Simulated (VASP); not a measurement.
## Nb: single point with PBE

Nb:

```xyz
1
Lattice="3.0688 0.0000 0.0000 1.5344 2.6576 0.0000 1.5344 0.8859 2.5057" Properties=species:S:1:pos:R:3 pbc="T T T"
Nb    0.0000    0.0000    0.0000
```

This isn't the form of Nb at room conditions, which is bcc.

```
Program                : VASP 6.6.1
Task                   : single point
Functional             : PBE
Potentials or basis    : VASP PAW PBE potentials, release 64 (Nb_sv)
Cutoff                 : 520 eV
k mesh                 : 11 × 11 × 11
Occupations            : gaussian, width 0.025 eV
Spin                   : collinear spin
Starting moments       : [0.1] μB
Dipole correction      : no
Further INCAR settings : ALGO = Normal; EDIFF = 1e-06; NBANDS = 16
```

```
Pressure                                              : -12.6 GPa
Net moment                                            : 0.02 μB per cell
Valence electrons inside the program's atomic spheres : Nb 10.54
```

Levels at points of the mesh, in eV from the Fermi level:
Spin up:
| k point | band 3 | band 4 | band 5 | band 6 | band 7 | band 8 | band 9 | band 10 |
| --- | --- | --- | --- | --- | --- | --- | --- | --- |
| (0.00, 0.00, 0.00) | -30.46 | -30.46 | -6.04 | 0.11 | 0.11 | 0.11 | 2.41 | 2.41 |
Spin down:
```csv
k point,band 2,band 3,band 4,band 5,band 6,band 7,band 8,band 9,band 10,band 11
"(0.00, 0.00, 0.00)",-30.45,-30.45,-30.45,-6.02,0.13,0.13,0.13,2.43,2.43,11.68
```

It took 46 s on 1 thread of Intel Xeon 8259CL, with other jobs on the host, peak memory 0.16 GiB.

Caveat: the cell stands under tension.
